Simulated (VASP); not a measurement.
# SnSe2 (P-3m1) in VASP: a series of runs, part 2 of 2

VASP 6.6.1. Earlier steps stand in the parts before.

**4. Single point, r2SCAN+rVV10**

The input, POSCAR:

```
SnSe2
1.0
    3.8251636844      0.0000000000      0.0000000000
   -1.9125818422      3.3126889243      0.0000000000
    0.0000000000      0.0000000000      6.2270591582
Sn Se
1 2
Direct
    0.0000000000      0.0000000000      0.0000000000
    0.3333333333      0.6666666667      0.2530759000
    0.6666666667      0.3333333333      0.7469241000
```

The input, INCAR.step1:

```
ALGO = Normal
EDIFF = 1E-4
ENCUT = 520
GGA = PE
ISMEAR = -1
LASPH = True
LCHARG = False
LREAL = False
LWAVE = True
NBANDS = 20
NELM = 80
PREC = Accurate
SIGMA = 0.02
```

The input, INCAR.step2:

```
ALGO = Normal
BPARAM = 11.95
CPARAM = 0.0093
EDIFF = 1E-6
ENCUT = 520
ISIF = 2
ISMEAR = -1
ISTART = 1
IVDW_NL = 2
LASPH = True
LCHARG = False
LMIXTAU = True
LREAL = False
LUSE_VDW = True
LWAVE = False
METAGGA = R2SCAN
NBANDS = 20
NELM = 80
PREC = Accurate
SIGMA = 0.02
```

The input, KPOINTS:

```
k-points
0
Gamma
  12 12 4
```

Potentials or basis: VASP PAW PBE potentials, release 64 (Sn_d, Se).

The run is started by

```
cat potpaw_PBE.64/Sn_d/POTCAR potpaw_PBE.64/Se/POTCAR > POTCAR
cp INCAR.step1 INCAR
mpirun -np 1 vasp_std > vasp.out
cp INCAR.step2 INCAR
mpirun -np 1 vasp_std > vasp.out
```

OUTCAR:

```text
BPARAM = 11.95
   EDIFF = 1E-6
   ENCUT = 520
   ISIF = 2
   ISMEAR = -1
   ISTART = 1
   IVDW_NL = 2
   LASPH = True
   LREAL = False
   METAGGA = R2SCAN
   NELM = 80
   PREC = Accurate

 ion  position               nearest neighbor table
   1  0.000  0.000  0.000-   2 2.71   3 2.71   2 2.71   3 2.71   3 2.71   2 2.71
   2  0.333  0.667  0.253-   1 2.71   1 2.71   1 2.71
   3  0.667  0.333  0.747-   1 2.71   1 2.71   1 2.71

  LATTYP: Found a hexagonal cell.
 ALAT       =     3.8251636844
 C/A-ratio  =     1.6279196583

  Lattice vectors:

 A1 = (   3.8251636844,   0.0000000000,   0.0000000000)
 A2 = (  -1.9125818422,   3.3126889243,   0.0000000000)
 A3 = (   0.0000000000,   0.0000000000,   6.2270591582)

Analysis of symmetry for initial positions (statically):
=====================================================================
 Subroutine PRICEL returns:
 Original cell was already a primitive cell.

 Routine SETGRP: Setting up the symmetry group for a
 hexagonal supercell.

 Subroutine GETGRP returns: Found 12 space group operations
 (whereof 12 operations were pure point group operations)
 out of a pool of 24 trial point group operations.

The static configuration has the point symmetry D_3d.

Analysis of symmetry for dynamics (positions and initial velocities):
=====================================================================
 Subroutine PRICEL returns:
 Original cell was already a primitive cell.

 Routine SETGRP: Setting up the symmetry group for a
 hexagonal supercell.

 Subroutine GETGRP returns: Found 12 space group operations
 (whereof 12 operations were pure point group operations)
 out of a pool of 24 trial point group operations.

The dynamic configuration has the point symmetry D_3d.

 Subroutine INISYM returns: Found 12 space group operations
 (whereof 12 operations are pure point group operations),
 and found     1 'primitive' translations

----------------------------------------------------------------------------------------

                                     Primitive cell

  volume of cell :      78.9067

  direct lattice vectors                    reciprocal lattice vectors
     3.825163684  0.000000000  0.000000000     0.261426721  0.150934788  0.000000000
    -1.912581842  3.312688924  0.000000000     0.000000000  0.301869576  0.000000000
     0.000000000  0.000000000  6.227059158     0.000000000  0.000000000  0.160589449

  length of vectors
     3.825163684  3.825163684  6.227059158     0.301869576  0.301869576  0.160589449

  position of ions in fractional coordinates (direct lattice)
     0.000000000  0.000000000  0.000000000
     0.333333333  0.666666667  0.253075900
     0.666666667  0.333333333  0.746924100

  ion indices of the primitive-cell ions
   primitive index   ion index
                 1           1
                 2           2
                 3           3

----------------------------------------------------------------------------------------

 KPOINTS: k-points

Automatic generation of k-mesh.
 Grid dimensions read from file:
 generate k-points for:   12   12    4

 Generating k-lattice:

  Cartesian coordinates                     Fractional coordinates (reciprocal lattice)
     0.021785560  0.012577899  0.000000000     0.083333333  0.000000000  0.000000000
     0.000000000  0.025155798  0.000000000     0.000000000  0.083333333  0.000000000
     0.000000000  0.000000000  0.040147362     0.000000000  0.000000000  0.250000000

  Length of vectors
     0.025155798  0.025155798  0.040147362

  Shift w.r.t. Gamma in fractional coordinates (k-lattice)
     0.000000000  0.000000000  0.000000000

 Subroutine IBZKPT returns following result:
 ===========================================

 Found     69 irreducible k-points:

 Following reciprocal coordinates:
            Coordinates               Weight
  0.000000  0.000000  0.000000      1.000000
  0.083333  0.000000  0.000000      6.000000
  0.166667  0.000000  0.000000      6.000000
  0.250000 -0.000000  0.000000      6.000000
  0.333333  0.000000  0.000000      6.000000
  0.416667  0.000000  0.000000      6.000000
[... 16 lines left out ...]
  0.166667  0.000000  0.250000      6.000000
  0.000000  0.166667  0.250000      6.000000
 [... further k-points ...]
   k-points           NKPTS =     69   k-points in BZ     NKDIM =     69   number of bands    NBANDS=     20
   number of dos      NEDOS =    301   number of ions     NIONS =      3
   total plane-waves  NPLWV =  37632
   dimension x,y,z NGX =    28 NGY =   28 NGZ =   48
   dimension x,y,z NGXF=    56 NGYF=   56 NGZF=   96
   ions per type =               1   2
   NGX,Y,Z   is equivalent  to a cutoff of  12.17, 12.17, 12.81 a.u.
   NGXF,Y,Z  is equivalent  to a cutoff of  24.34, 24.34, 25.63 a.u.
 SYSTEM =  unknown system
   PREC   = accura    normal or accurate (medium, high low for compatibility)
   ISTART =      1    job   : 0-new  1-cont  2-samecut
   ICHARG =      0    charge: 1-file 2-atom 10-const
   ISPIN  =      1    spin polarized calculation?
   LNONCOLLINEAR =      F non collinear calculations
   LSORBIT =      F    spin-orbit coupling
   LASPH  =      T    aspherical Exc in radial PAW
   ENCUT  =  520.0 eV  38.22 Ry    6.18 a.u.   7.11  7.11 11.58*2*pi/ulx,y,z
   NELM   =     80;   NELMIN=  2; NELMDL=  0     # of ELM steps
   EDIFF  = 0.1E-05   stopping-criterion for ELM
   LREAL  =      F    real-space projection
   EDIFFG = 0.1E-04   stopping-criterion for IOM
   NSW    =      0    number of steps for IOM
   IBRION =     -1    ionic relax: 0-MD 1-quasi-New 2-CG
   NFREE  =      0    steps in history (QN), initial steepest desc. (CG)
   ISIF   =      2    stress and relaxation
   ISYM   =      2    0-nonsym 1-usesym 2-fastsym
   POTIM  = 0.5000    time-step for ionic-motion
   TEBEG  =    0.0;   TEEND  =   0.0 temperature during run
   PSTRESS=    0.0 pullay stress
   NELECT =      26.0000    total number of electrons
   NUPDOWN=      -1.0000    fix difference up-down
   EMIN   =  10.00;   EMAX   =-10.00  energy-range for DOS
   EFERMI =   0.00;   METHOD = LEGACY
   ISMEAR =    -1;   SIGMA  =   0.02  broadening in eV -4-tet -1-fermi 0-gaus
   EFERMI_NEDOS =   21; number of points for ismear=-14 and -15
   IALGO  =     38    algorithm
   IMIX   =      4    mixing-type and parameters
     AMIX     =   0.40;   BMIX     =  1.00
     AMIX_MAG =   1.60;   BMIX_MAG =  1.00
  volume/ion in A,a.u.               =      26.30       177.50
  Fermi-wavevector in a.u.,A,eV,Ry     =   1.130736  2.136782 17.395932  1.278565
  Thomas-Fermi vector in A             =   2.267434
   LORBIT       =      0    0 simple, 1 ext, 2 COOP (PROOUT), +10 PAW based schemes
   METAGGA = R2SCAN    functional components
   LHFCALC =     F    Hartree Fock is set to
   AEXX    =    0.0000 exact exchange contribution
   IVDW_NL    =     2    kernel type
   BPARAM     =11.9500
   IVDW    =     0    specifies the selected vdW correction
   LEPSILON=     F    determine dielectric tensor
   LRPA    =     F    only Hartree local field effects (RPA)
 non-spin polarized calculation
  energy-cutoff  :      520.00
  volume of cell :       78.91
 maximum number of plane-waves:      2148
   NGX = 15   NGY = 15   NGZ = 23

 number of electron      26.0000000 magnetization

 Free energy of the ion-electron system (eV)
  ---------------------------------------------------
  ext. energy  EPLUGINS =         0.00000000
  ---------------------------------------------------
  free energy    TOTEN  =       -53.97766342 eV

  energy without entropy =      -53.97766342  energy(sigma->0) =      -53.97766342

 E-fermi :   4.1401     XC(G=0):  -9.9804

 val. band max:        3.6355334719   @ k =   0.0833   0.0833   0.0000
 cond. band min:       4.6295755991   @ k =   0.5000  -0.0000   0.5000
 fundamental gap:      0.9940421272
 Fermi energy:         4.1400889148

 k-point     1 :       0.0000    0.0000    0.0000
  band No.  band energies     occupation
      1     -18.2242      2.00000
      2     -18.2241      2.00000
      3     -18.1674      2.00000
      4     -18.1596      2.00000
      5     -18.1595      2.00000
      6     -10.6429      2.00000
[... 12 lines left out ...]
     19      13.1836      0.00000
     20      13.1836      0.00000
[... 507 lines left out ...]
 k-point    24 :       0.0000    0.1667    0.2500
  band No.  band energies     occupation
      1     -18.2380      2.00000
      2     -18.2160      2.00000
      3     -18.1662      2.00000
      4     -18.1586      2.00000
      5     -18.1570      2.00000
      6     -10.2839      2.00000
[... 12 lines left out ...]
     19      12.2334      0.00000
     20      13.1379      0.00000

 [... further k-points ...]
[... 5 lines left out ...]
  --------------------------------------------------------------------------------------
  -------------------------------------------------------------------------------------
  Total        0.1176789      0.1176789      0.1166041      0.0000000      0.0000000      0.0000000
  in kB        2.3894372      2.3894372      2.3676127      0.0000000      0.0000000      0.0000000
  external PRESSURE =       2.3821624 kB  Pullay stress =       0.0000000 kB

 VOLUME and BASIS-vectors are now :
 -----------------------------------------------------------------------------
  energy-cutoff  :      520.00
  volume of cell :       78.91
      direct lattice vectors                 reciprocal lattice vectors
     3.825163684  0.000000000  0.000000000     0.261426721  0.150934788  0.000000000
    -1.912581842  3.312688924  0.000000000     0.000000000  0.301869576  0.000000000
     0.000000000  0.000000000  6.227059158     0.000000000  0.000000000  0.160589449

 POSITION                                       TOTAL-FORCE (eV/Angst)
 -----------------------------------------------------------------------------------
      0.00000      0.00000      0.00000        -0.000000      0.000000      0.000000
     -0.00000      2.20846      1.57592         0.000000     -0.000000      0.031622
      1.91258      1.10423      4.65114        -0.000000      0.000000     -0.031622
 -----------------------------------------------------------------------------------
    total drift:                               -0.000000     -0.000000     -0.000000

  FREE ENERGIE OF THE ION-ELECTRON SYSTEM (eV)
  ---------------------------------------------------
  free  energy   TOTEN  =       -53.9776634239 eV

  energy  without entropy=      -53.9776634239  energy(sigma->0) =      -53.97766342
```

Run time: 3.7 min. Hardware: 1 thread of Intel Xeon 6975P-C (Granite Rapids), shared host; peak memory 0.4 GiB.

Results:

* Free energy: -53.9777 eV
* Pressure: 0.2 GPa
* Largest force: 0.032 eV/Å
* Band gap on the k mesh: 0.99 eV, indirect (least direct gap 1.47 eV)

Forces in eV/Å, atoms in the order of the input:
```
Sn   0.000  0.000  0.000
Se   0.000  0.000  0.032
Se   0.000  0.000 -0.032
```

Levels at points of the mesh, in eV from the valence-band top:
```
           k point  band 9  band 10  band 11  band 12  band 13  band 14  band 15  band 16  band 17  band 18
(0.00, 0.00, 0.00)   -0.59    -0.59    -0.31    -0.31    -0.11     1.40     3.54     5.05     5.05     8.64
(0.50, 0.00, 0.00)   -4.43    -2.95    -2.55    -1.24    -0.28     1.39     4.23     5.76     5.79     7.42
(0.00, 0.00, 0.50)   -2.14    -0.69    -0.69    -0.15    -0.15     2.81     3.48     4.78     4.78     8.53
(0.50, 0.00, 0.50)   -4.89    -2.37    -2.01    -0.83    -0.68     0.99     4.59     5.15     6.27     6.61
```

Caveat: the PAW data sets were made with another functional, which shifts forces and pressure a little; spin-orbit coupling is left out, which moves the levels of the heavy elements. A k mesh can miss the band edges.

**5. Overview**

```tsv
level	cell	k mesh	smearing	gap on the mesh (eV)	pressure (GPa)	largest force (eV/Å)
PBE	a = 3.825, b = 3.825, c = 6.227 Å, angles 90.0, 90.0, 120.0°, 3 atoms	6 × 6 × 2	gaussian 0.01 eV	0.79	3.0	0.26
PBE+D4	a = 3.837, b = 3.837, c = 5.999 Å, angles 90.0, 90.0, 120.0°, 3 atoms	12 × 12 × 4	fermi-dirac 0.02 eV	0.47	0.1	0.01
r2SCAN+rVV10	a = 3.825, b = 3.825, c = 6.227 Å, angles 90.0, 90.0, 120.0°, 3 atoms	12 × 12 × 4	fermi-dirac 0.02 eV	0.99	0.2	0.03
```

Alike in all rows: task single point; potentials or basis VASP PAW PBE potentials, release 64 (Sn_d, Se); no spin polarisation; cutoff (eV) 520.

Caveats: some runs use coarse meshes; spin-orbit coupling is left out, which moves the levels of the heavy elements; this functional lacks dispersion, which binds the layers, so the pressure and a relaxed spacing across them are unreliable (some runs); the PAW data sets were made with another functional, which shifts forces and pressure a little (some runs).

Absolute energies hang on the potentials; compare differences alone.
